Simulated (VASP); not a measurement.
# NiO (Fm-3m) in VASP: a series of runs

Runs on NiO. Level: PBEsol+U. Tasks: single point.

Everything below comes from runs of VASP 6.6.1. Logs are shortened: lines on timing, memory, paths and dates and some standing lists are left out, and cuts for length are marked.

## (1) The cell of the first run

Symmetry: Fm-3m, No. 225, cubic system. Conventional cell: a = 4.183 Å, b = 4.183 Å, c = 4.183 Å, α = 90.00°, β = 90.00°, γ = 90.00°. Ni (site symmetry m-3m) has 6 O at 2.09 Å within 2.8 Å. Within 2.8 Å of O (site symmetry m-3m) lie 6 Ni at 2.09 Å.

## (2) Single point, PBEsol+U, collinear spin, ferromagnetic start

File INCAR:

```
PREC = Accurate
ENCUT = 520
EDIFF = 1E-7
ISMEAR = 0
SIGMA = 0.05
LREAL = F
LASPH = T
NELM = 150
ALGO = Normal
ISIF = 2
LWAVE = F
LCHARG = F
ISPIN = 2
MAGMOM = 2 0
LORBIT = 11
LMAXMIX = 4
LDAU = T
LDAUTYPE = 2
LDAUL = 2 -1
LDAUU = 4 0
LDAUJ = 0 0
LDAUPRINT = 1
GGA = PS
NBANDS = 19
```

File KPOINTS:

```
Automatic mesh
0
Gamma
  8 8 8
```

File POSCAR:

```
NiO
1.0
    0.0000000000      2.0913095100      2.0913095100
    2.0913095100      0.0000000000      2.0913095100
    2.0913095100      2.0913095100      0.0000000000
Ni O
1 1
Direct
    0.0000000000      0.0000000000      0.0000000000
    0.5000000000      0.5000000000      0.5000000000
```

Potentials or basis: VASP PAW PBE potentials, release 64 (Ni, O).

Run with:

```sh
cat potpaw_PBE.64/Ni/POTCAR potpaw_PBE.64/O/POTCAR > POTCAR
mpirun -np 1 vasp_std > vasp.out
```

OUTCAR:

```text
PREC = Accurate
   ENCUT = 520
   EDIFF = 1E-7
   ISMEAR = 0
   LREAL = F
   LASPH = T
   NELM = 150
   ISIF = 2
   ISPIN = 2
   LORBIT = 11
   GGA = PS

 ion  position               nearest neighbor table
   1  0.000  0.000  0.000-   2 2.09   2 2.09   2 2.09   2 2.09   2 2.09   2 2.09
   2  0.500  0.500  0.500-   1 2.09   1 2.09   1 2.09   1 2.09   1 2.09   1 2.09

  LATTYP: Found a face centered cubic cell.
 ALAT       =     4.1826190200

  Lattice vectors:

 A1 = (   0.0000000000,   2.0913095100,   2.0913095100)
 A2 = (   2.0913095100,   0.0000000000,   2.0913095100)
 A3 = (   2.0913095100,   2.0913095100,   0.0000000000)

Analysis of symmetry for initial positions (statically):
=====================================================================
 Subroutine PRICEL returns:
 Original cell was already a primitive cell.

 Routine SETGRP: Setting up the symmetry group for a
 face centered cubic supercell.

 Subroutine GETGRP returns: Found 48 space group operations
 (whereof 48 operations were pure point group operations)
 out of a pool of 48 trial point group operations.

The static configuration has the point symmetry O_h .

Analysis of symmetry for dynamics (positions and initial velocities):
=====================================================================
 Subroutine PRICEL returns:
 Original cell was already a primitive cell.

 Routine SETGRP: Setting up the symmetry group for a
 face centered cubic supercell.

 Subroutine GETGRP returns: Found 48 space group operations
 (whereof 48 operations were pure point group operations)
 out of a pool of 48 trial point group operations.

The dynamic configuration has the point symmetry O_h .

Analysis of structural, dynamic, and magnetic symmetry:
=====================================================================
 Subroutine PRICEL returns:
 Original cell was already a primitive cell.

 Routine SETGRP: Setting up the symmetry group for a
 face centered cubic supercell.

 Subroutine GETGRP returns: Found 48 space group operations
 (whereof 48 operations were pure point group operations)
 out of a pool of 48 trial point group operations.

The overall configuration has the point symmetry O_h .

 Subroutine INISYM returns: Found 48 space group operations
 (whereof 48 operations are pure point group operations),
 and found     1 'primitive' translations

----------------------------------------------------------------------------------------

                                     Primitive cell

  volume of cell :      18.2930

  direct lattice vectors                    reciprocal lattice vectors
     0.000000000  2.091309510  2.091309510    -0.239084649  0.239084649  0.239084649
     2.091309510  0.000000000  2.091309510     0.239084649 -0.239084649  0.239084649
     2.091309510  2.091309510  0.000000000     0.239084649  0.239084649 -0.239084649

  length of vectors
     2.957558272  2.957558272  2.957558272     0.414106759  0.414106759  0.414106759

  position of ions in fractional coordinates (direct lattice)
     0.000000000  0.000000000  0.000000000
     0.500000000  0.500000000  0.500000000

  ion indices of the primitive-cell ions
   primitive index   ion index
                 1           1
                 2           2

----------------------------------------------------------------------------------------

 KPOINTS: Automatic mesh

Automatic generation of k-mesh.
 Grid dimensions read from file:
 generate k-points for:    8    8    8

 Generating k-lattice:

  Cartesian coordinates                     Fractional coordinates (reciprocal lattice)
    -0.029885581  0.029885581  0.029885581     0.125000000  0.000000000  0.000000000
     0.029885581 -0.029885581  0.029885581     0.000000000  0.125000000  0.000000000
     0.029885581  0.029885581 -0.029885581     0.000000000  0.000000000  0.125000000

  Length of vectors
     0.051763345  0.051763345  0.051763345

  Shift w.r.t. Gamma in fractional coordinates (k-lattice)
     0.000000000  0.000000000  0.000000000

 Subroutine IBZKPT returns following result:
 ===========================================

 Found     29 irreducible k-points:

 Following reciprocal coordinates:
            Coordinates               Weight
  0.000000  0.000000  0.000000      1.000000
  0.125000  0.000000  0.000000      8.000000
  0.250000  0.000000  0.000000      8.000000
  0.375000  0.000000  0.000000      8.000000
  0.500000  0.000000  0.000000      4.000000
  0.125000  0.125000  0.000000      6.000000
[... 16 lines left out ...]
  0.500000  0.250000  0.125000     48.000000
 -0.375000  0.250000  0.125000     24.000000
 [... further k-points ...]
   k-points           NKPTS =     29   k-points in BZ     NKDIM =     29   number of bands    NBANDS=     19
   number of dos      NEDOS =    301   number of ions     NIONS =      2
   total plane-waves  NPLWV =  13824
   dimension x,y,z NGX =    24 NGY =   24 NGZ =   24
   dimension x,y,z NGXF=    48 NGYF=   48 NGZF=   48
   ions per type =               1   1
   NGX,Y,Z   is equivalent  to a cutoff of  13.49, 13.49, 13.49 a.u.
   NGXF,Y,Z  is equivalent  to a cutoff of  26.98, 26.98, 26.98 a.u.
 SYSTEM =  unknown system
   PREC   = accura    normal or accurate (medium, high low for compatibility)
   ISTART =      0    job   : 0-new  1-cont  2-samecut
   ICHARG =      2    charge: 1-file 2-atom 10-const
   ISPIN  =      2    spin polarized calculation?
   LNONCOLLINEAR =      F non collinear calculations
   LSORBIT =      F    spin-orbit coupling
   LASPH  =      T    aspherical Exc in radial PAW
   ENCUT  =  520.0 eV  38.22 Ry    6.18 a.u.   5.50  5.50  5.50*2*pi/ulx,y,z
   NELM   =    150;   NELMIN=  2; NELMDL= -5     # of ELM steps
   EDIFF  = 0.1E-06   stopping-criterion for ELM
   LREAL  =      F    real-space projection
   EDIFFG = 0.1E-05   stopping-criterion for IOM
   NSW    =      0    number of steps for IOM
   IBRION =     -1    ionic relax: 0-MD 1-quasi-New 2-CG
   NFREE  =      0    steps in history (QN), initial steepest desc. (CG)
   ISIF   =      2    stress and relaxation
   ISYM   =      2    0-nonsym 1-usesym 2-fastsym
   POTIM  = 0.5000    time-step for ionic-motion
   TEBEG  =    0.0;   TEEND  =   0.0 temperature during run
   PSTRESS=    0.0 pullay stress
   NELECT =      16.0000    total number of electrons
   NUPDOWN=      -1.0000    fix difference up-down
   EMIN   =  10.00;   EMAX   =-10.00  energy-range for DOS
   EFERMI =   0.00;   METHOD = LEGACY
   ISMEAR =     0;   SIGMA  =   0.05  broadening in eV -4-tet -1-fermi 0-gaus
   EFERMI_NEDOS =   21; number of points for ismear=-14 and -15
   IALGO  =     38    algorithm
   IMIX   =      4    mixing-type and parameters
     AMIX     =   0.40;   BMIX     =  1.00
     AMIX_MAG =   1.60;   BMIX_MAG =  1.00
  volume/ion in A,a.u.               =       9.15        61.72
  Fermi-wavevector in a.u.,A,eV,Ry     =   1.565621  2.958594 33.350161  2.451168
  Thomas-Fermi vector in A             =   2.668070
   LORBIT       =     11    0 simple, 1 ext, 2 COOP (PROOUT), +10 PAW based schemes
 LDA+U is selected, type is set to LDAUTYPE =  2
   angular momentum for each species LDAUL =     2   -1
   U (eV)           for each species LDAUU =   4.0  0.0
   J (eV)           for each species LDAUJ =   0.0  0.0
   GGA     = PS    functional components
   LHFCALC =     F    Hartree Fock is set to
   AEXX    =    0.0000 exact exchange contribution
   IVDW    =     0    specifies the selected vdW correction
   LEPSILON=     F    determine dielectric tensor
   LRPA    =     F    only Hartree local field effects (RPA)
 spin polarized calculation
 Gauss-broadening in eV      SIGMA  =   0.05
  energy-cutoff  :      520.00
  volume of cell :       18.29
 maximum number of plane-waves:       531
 NGX is ok and might be reduce to    24
   NGX = 11   NGY = 11   NGZ = 11

atom =   1  type =  1  l = 2

 onsite density matrix

spin component  1

  0.9764  0.0000  0.0000  0.0000  0.0000
  0.0000  0.9764 -0.0000  0.0000  0.0000
  0.0000 -0.0000  1.0261  0.0000 -0.0000
  0.0000  0.0000  0.0000  0.9764 -0.0000
  0.0000  0.0000 -0.0000 -0.0000  1.0261

spin component  2

  0.9733  0.0000  0.0000 -0.0000 -0.0000
  0.0000  0.9733  0.0000  0.0000 -0.0000
  0.0000  0.0000  0.1745 -0.0000 -0.0000
 -0.0000  0.0000 -0.0000  0.9733  0.0000
 -0.0000 -0.0000 -0.0000  0.0000  0.1745

 occupancies and eigenvectors

  o =  0.1745  v =  0.0000  0.0000  0.0000  0.0000  0.0000  0.0000 -0.0000  0.0033 -0.0000  1.0000      0.0000  0.0000  0.0000  0.0000  0.0000  0.0000  0.0000  0.0000  0.0000  0.0000
  o =  0.1745  v =  0.0000  0.0000  0.0000  0.0000  0.0000  0.0000 -0.0000 -1.0000  0.0000  0.0033      0.0000  0.0000  0.0000  0.0000  0.0000  0.0000  0.0000  0.0000  0.0000  0.0000
  o =  0.9733  v =  0.0000  0.0000  0.0000  0.0000  0.0000  1.0000  0.0000  0.0000  0.0000  0.0000      0.0000  0.0000  0.0000  0.0000  0.0000  0.0000  0.0000  0.0000  0.0000  0.0000
  o =  0.9733  v =  0.0000  0.0000  0.0000  0.0000  0.0000  0.0000  0.0337  0.0000 -0.9994  0.0000      0.0000  0.0000  0.0000  0.0000  0.0000  0.0000  0.0000  0.0000  0.0000  0.0000
  o =  0.9733  v =  0.0000  0.0000  0.0000  0.0000  0.0000  0.0000 -0.9994  0.0000 -0.0337  0.0000      0.0000  0.0000  0.0000  0.0000  0.0000  0.0000  0.0000  0.0000  0.0000  0.0000
  o =  0.9764  v =  1.0000  0.0000  0.0000  0.0000  0.0000  0.0000  0.0000  0.0000  0.0000  0.0000      0.0000  0.0000  0.0000  0.0000  0.0000  0.0000  0.0000  0.0000  0.0000  0.0000
  o =  0.9764  v =  0.0000  0.1881 -0.0000  0.9822  0.0000  0.0000  0.0000  0.0000  0.0000  0.0000      0.0000  0.0000  0.0000  0.0000  0.0000  0.0000  0.0000  0.0000  0.0000  0.0000
  o =  0.9764  v =  0.0000  0.9822 -0.0000 -0.1881 -0.0000  0.0000  0.0000  0.0000  0.0000  0.0000      0.0000  0.0000  0.0000  0.0000  0.0000  0.0000  0.0000  0.0000  0.0000  0.0000
  o =  1.0261  v =  0.0000  0.0000  1.0000  0.0000 -0.0014  0.0000  0.0000  0.0000  0.0000  0.0000      0.0000  0.0000  0.0000  0.0000  0.0000  0.0000  0.0000  0.0000  0.0000  0.0000
  o =  1.0261  v =  0.0000 -0.0000 -0.0014  0.0000 -1.0000  0.0000  0.0000  0.0000  0.0000  0.0000      0.0000  0.0000  0.0000  0.0000  0.0000  0.0000  0.0000  0.0000  0.0000  0.0000

 number of electron      16.0000005 magnetization       1.9999880

 Free energy of the ion-electron system (eV)
  ---------------------------------------------------
  ext. energy  EPLUGINS =         0.00000000
  ---------------------------------------------------
  free energy    TOTEN  =       -11.33382079 eV

  energy without entropy =      -11.33382079  energy(sigma->0) =      -11.33382079

 E-fermi :   7.2648     XC(G=0): -12.8913

 val. band max:        6.9738349265   @ k =   0.5000   0.0000   0.0000
 cond. band min:       8.1291031022   @ k =   0.0000   0.0000   0.0000
 fundamental gap:      1.1552681756
 Fermi energy:         7.2648395216

 spin component 1

 k-point     1 :       0.0000    0.0000    0.0000
  band No.  band energies     occupation
      1     -12.3367      1.00000
      2       1.9486      1.00000
      3       1.9486      1.00000
      4       2.8243      1.00000
      5       2.8244      1.00000
      6       2.8244      1.00000
[... 11 lines left out ...]
     18      31.3125      0.00000
     19      31.3126      0.00000
[... 485 lines left out ...]
 k-point    24 :      -0.3750    0.2500    0.1250
  band No.  band energies     occupation
      1     -10.8720      1.00000
      2      -0.1202      1.00000
      3       0.5847      1.00000
      4       0.6502      1.00000
      5       3.1388      1.00000
      6       3.4749      1.00000
[... 11 lines left out ...]
     18      37.2198      0.00000
     19      37.8540      0.00000

 [... further k-points ...]

 spin component 2

 k-point     1 :       0.0000    0.0000    0.0000
  band No.  band energies     occupation
      1     -11.9283      1.00000
      2       3.8799      1.00000
      3       3.8799      1.00000
      4       3.8803      1.00000
      5       5.4839      1.00000
      6       5.4839      1.00000
[... 11 lines left out ...]
     18      35.0306      0.00000
     19      35.0307      0.00000
[... 485 lines left out ...]
 k-point    24 :      -0.3750    0.2500    0.1250
  band No.  band energies     occupation
      1     -10.3152      1.00000
      2       0.3835      1.00000
      3       2.3711      1.00000
      4       3.3010      1.00000
      5       4.8231      1.00000
      6       5.0591      1.00000
[... 11 lines left out ...]
     18      38.6684      0.00000
     19      39.6297      0.00000

 [... further k-points ...]
[... 5 lines left out ...]
  --------------------------------------------------------------------------------------
  -------------------------------------------------------------------------------------
  Total       -0.6726021     -0.6726021     -0.6726021     -0.0000000      0.0000000     -0.0000000
  in kB      -58.9092994    -58.9092994    -58.9092994     -0.0000000      0.0000000     -0.0000000
  external PRESSURE =     -58.9092994 kB  Pullay stress =       0.0000000 kB

 VOLUME and BASIS-vectors are now :
 -----------------------------------------------------------------------------
  energy-cutoff  :      520.00
  volume of cell :       18.29
      direct lattice vectors                 reciprocal lattice vectors
     0.000000000  2.091309510  2.091309510    -0.239084649  0.239084649  0.239084649
     2.091309510  0.000000000  2.091309510     0.239084649 -0.239084649  0.239084649
     2.091309510  2.091309510  0.000000000     0.239084649  0.239084649 -0.239084649

 POSITION                                       TOTAL-FORCE (eV/Angst)
 -----------------------------------------------------------------------------------
      0.00000      0.00000      0.00000         0.000000      0.000000      0.000000
      2.09131      2.09131      2.09131         0.000000      0.000000      0.000000
 -----------------------------------------------------------------------------------
    total drift:                                0.000000     -0.000000     -0.000000

  FREE ENERGIE OF THE ION-ELECTRON SYSTEM (eV)
  ---------------------------------------------------
  free  energy   TOTEN  =       -11.3338207865 eV

  energy  without entropy=      -11.3338207865  energy(sigma->0) =      -11.33382079

 total charge

# of ion       s       p       d       tot
------------------------------------------
    1        0.344   0.423   8.223   8.991
    2        1.543   3.443   0.000   4.987
--------------------------------------------------
tot          1.888   3.866   8.223  13.977

 magnetization (x)

# of ion       s       p       d       tot
------------------------------------------
    1        0.011   0.014   1.712   1.736
    2        0.023   0.215   0.000   0.238
--------------------------------------------------
tot          0.034   0.229   1.712   1.975
```

It took 9.6 s on 1 thread of Intel Xeon 6975P-C (Granite Rapids), shared host; peak memory 0.15 GiB.

What came out:

* Free energy: -11.3338 eV
* Pressure: -5.9 GPa
* Band gap on the k mesh: 1.16 eV, indirect (least direct gap 2.08 eV)
* Net moment: 2.00 μB per cell
* Site moments: Ni +1.74; O +0.24 μB
* Valence electrons inside the program's atomic spheres: Ni 8.99; O 4.99

Eigenvalues of the final occupation matrices:
```tsv
site	spin	trace	eigenvalues
site 1 d	1	4.98	0.98 0.98 0.98 1.03 1.03
site 1 d	2	3.27	0.17 0.17 0.97 0.97 0.97
```

Caveat: the PAW data sets were made with another functional, which shifts forces and pressure a little; a cell with one magnetic atom can't hold antiferromagnetic order, which such compounds often take. A k mesh can miss the band edges.

[end of part 1 of 2]
